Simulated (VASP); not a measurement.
Here is a VASP 6.6.1 calculation.

File POSCAR:

```
RbCl
1.0
    0.0000000000      3.3058125293      3.3058125293
    3.3058125293      0.0000000000      3.3058125293
    3.3058125293      3.3058125293      0.0000000000
Rb Cl
1 1
Direct
    0.0000000000      0.0000000000      0.0000000000
    0.5000000000      0.5000000000      0.5000000000
```

INCAR.step1

```
SYSTEM = RbCl
PREC = Accurate
ENCUT = 400
EDIFF = 1E-5
ISMEAR = 0
SIGMA = 0.01
LREAL = .False.
LASPH = .True.
NELM = 120
ALGO = Normal
ISIF = 2
LWAVE = .True.
GGA = PE
NBANDS = 15
GGA_COMPAT = .False.
```

File INCAR.step2:

```
SYSTEM = RbCl
PREC = Accurate
ENCUT = 400
EDIFF = 1E-6
ISMEAR = 0
SIGMA = 0.01
LREAL = .False.
LASPH = .True.
NELM = 120
ALGO = Normal
ISIF = 2
LWAVE = .False.
LCHARG = .True.
GGA = PE
LHFCALC = .True.
HFSCREEN = 0.2079
PRECFOCK = Normal
LELF = .True.
LVHAR = .True.
ISTART = 1
NBANDS = 15
GGA_COMPAT = .False.
```

The input KPOINTS:

```
Automatic mesh
0
Gamma
  4 4 4
  0 0 0
```

Potentials or basis: VASP PAW PBE potentials, release 64 (Rb_sv, Cl).

The run is started by

```console
$ cat potpaw_PBE.64/Rb_sv/POTCAR potpaw_PBE.64/Cl/POTCAR > POTCAR
$ cp INCAR.step1 INCAR
$ mpirun -np 1 vasp_std > vasp.out
$ cp INCAR.step2 INCAR
$ mpirun -np 1 vasp_std > vasp.out
```

Estimate the pressure.

0.3 GPa.

Estimate the band gap on the k mesh.

6.25 eV, direct.

Caveat: the PAW data sets were made with another functional, which shifts forces and pressure a little.
